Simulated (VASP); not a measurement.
Set up this calculation in VASP 6.6.1, as the native input.

```yaml
Task: single point
Functional: PBE
Potentials_or_basis: VASP PAW PBE potentials, release 64 (Sn_d, Se)
Cutoff: 520 eV
k_mesh: 12 × 12 × 4
Occupations: fermi-dirac, width 0.02 eV
Spin: no spin polarisation
Dipole_correction: no
Further_INCAR_settings: ALGO = Normal; EDIFF = 1e-06; NBANDS = 20
```

The structure of SnSe2 lies in POSCAR:

```
SnSe2
1.0
    3.8251493304      0.0000000000      0.0000000000
   -1.9125746652      3.3126764934      0.0000000000
    0.0000000000      0.0000000000      6.2582144416
Sn Se
1 2
Direct
    0.0000000000      0.0000000000      0.0000000000
    0.3333333333      0.6666666667      0.2520220383
    0.6666666667      0.3333333333      0.7479779617
```

This cell differs from its parent crystal: uniaxial z strain +0.5%.

These files were run (other wordings do the same):

INCAR

```
SYSTEM = SnSe2
PREC     = Accurate       ! precision mode
ENCUT    = 520            ! plane-wave cutoff, eV
EDIFF    = 1E-6           ! SCF threshold, eV
ISMEAR   = -1             ! smearing method
SIGMA    = 0.02           ! smearing width, eV
LREAL    = .FALSE.        ! projectors in reciprocal space
LASPH    = .TRUE.         ! aspherical terms in the spheres
NELM     = 100            ! most SCF steps
ALGO     = Normal         ! electronic algorithm
ISIF     = 2              ! what is computed and relaxed
LWAVE    = .FALSE.        ! write WAVECAR
LCHARG   = .TRUE.         ! write CHGCAR
GGA      = PE             ! functional
LELF     = .TRUE.         ! ELF
LVHAR    = .TRUE.       
NBANDS   = 20             ! bands
```

KPOINTS

```
Automatic mesh
0
G
  12 12 4
  0 0 0
```

Potentials or basis: VASP PAW PBE potentials, release 64 (Sn_d, Se).

Run with:

```sh
$ cat potpaw_PBE.64/Sn_d/POTCAR potpaw_PBE.64/Se/POTCAR > POTCAR
$ mpirun -np 1 vasp_std > vasp.out
```

It gave:

```
Pressure               : 2.9 GPa
Largest force          : 0.268 eV/Å
Band gap on the k mesh : 0.75 eV (least direct gap 1.16 eV)
```

Caveat: the cell differs from its parent crystal (uniaxial z strain +0.5%); semilocal functionals underestimate gaps, and a narrow one can read as zero; spin-orbit coupling is left out, which moves the levels of the heavy elements; this functional lacks dispersion, which binds layers or chains, so the pressure and a relaxed spacing across them are unreliable.

Wall time 37 s on 1 thread of Intel(R) Xeon(R) 6975P-C (Granite Rapids) (shared host), peak memory 0.25 GiB.
